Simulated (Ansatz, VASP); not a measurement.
**One calculation of AlOsF4, two programs**

```
Os Al F
1.0
     3.24851    0.00000    0.00000
     0.00000    3.24851    0.00000
     0.00000    0.00000    5.59925
Os Al F
1 1 4
Direct
  0.50000 0.50000 0.50000
  0.00000 0.00000 0.00000
  0.50000 0.00000 0.00000
  0.00000 0.50000 0.00000
  0.00000 0.00000 0.27700
  0.00000 0.00000 0.72300
```

Alike in both runs: task relaxation of cell and atoms; functional PBE; k mesh 6 × 6 × 3; no spin polarisation.

|  | VASP | Ansatz |
| --- | --- | --- |
| version | VASP 6.6.1 | Ansatz 0.2.0 |
| potentials or method | VASP PAW PBE potentials, release 64 (Os_sv_GW, Al, F), cutoff 600 eV | PAW plane waves |
| occupations | fermi-dirac, width 0.1 eV | fermi-dirac |
| valence electrons in the cell | 47 | 47 |

```tsv
	VASP	Ansatz	Ansatz less VASP
gap on the k mesh at the Fermi level, each at its own relaxed structure (eV)	none	none	-
relaxed volume (Å³/atom)	12.98	13.24	+0.261
relaxed cell length with the largest relative difference (Å)	6.400	6.528	+0.1281
```

A gap of «none» marks a metal or a gap that the smearing closes.

The k mesh is coarse, so the values compare programs but aren't converged. Spin-orbit coupling is off throughout. Noted on VASP's run: the volume moved by over 15 % at a fixed basis, so the end points are rough.
